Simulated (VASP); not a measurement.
Wanted: the native input for a VASP 6.6.1 run.

| Property | Result |
| --- | --- |
| Task | single point |
| Functional | PBE |
| Potentials or basis | VASP PAW PBE potentials, release 64 (Ga_d, Sb) |
| Cutoff | 520 eV |
| k mesh | 16 × 16 × 16 |
| Occupations | gaussian, width 0.15 eV |
| Spin | no spin polarisation |
| Dipole correction | no |
| Further INCAR settings | ALGO = Normal; EDIFF = 1e-06; NBANDS = 16 |

The structure of GaSb lies in POSCAR:

```
GaSb
1.0
    0.0000000000      3.2292859403      2.7448930492
    3.2292859403      0.0000000000      2.7448930492
    3.2292859403      3.2292859403      0.0000000000
Ga Sb
1 1
Direct
    0.0000000000      0.0000000000      0.0000000000
    0.7500000000      0.7500000000      0.7500000000
```

This cell differs from its parent crystal: ratio of the length along z to the lengths across it x 0.85, volume and fractional coordinates fixed.

These files were run (other wordings do the same):

INCAR

```
PREC     = Accurate       # precision mode
ENCUT    = 520            # plane-wave cutoff, eV
EDIFF    = 1E-6           # SCF threshold, eV
ISMEAR   = 0              # smearing method
SIGMA    = 0.15           # smearing width, eV
LREAL    = False          # projectors in reciprocal space
LASPH    = True           # aspherical terms in the spheres
NELM     = 60             # most SCF steps
ALGO     = Normal         # electronic algorithm
ISIF     = 2              # what is computed and relaxed
LWAVE    = False          # write WAVECAR
LCHARG   = False          # write CHGCAR
GGA      = PE             # functional
NBANDS   = 16             # bands
```

KPOINTS

```
regular mesh
0
Gamma
  16 16 16
```

Potentials or basis: VASP PAW PBE potentials, release 64 (Ga_d, Sb).

The run is started by

```sh
$ cat potpaw_PBE.64/Ga_d/POTCAR potpaw_PBE.64/Sb/POTCAR > POTCAR
$ mpirun -np 1 vasp_std > vasp.out
```

Results of the run:

```yaml
Pressure: 2.0 GPa
Band_gap_on_the_k_mesh: zero (band 9 reaches 5.14 eV, above the bottom of band 10 at 4.90 eV)
```

Caveat: spin-orbit coupling is left out, which moves the levels of the heavy elements.

Wall time 90 s on 1 thread of Intel(R) Xeon(R) 6975P-C (Granite Rapids), on a shared host, peak memory 0.45 GiB.
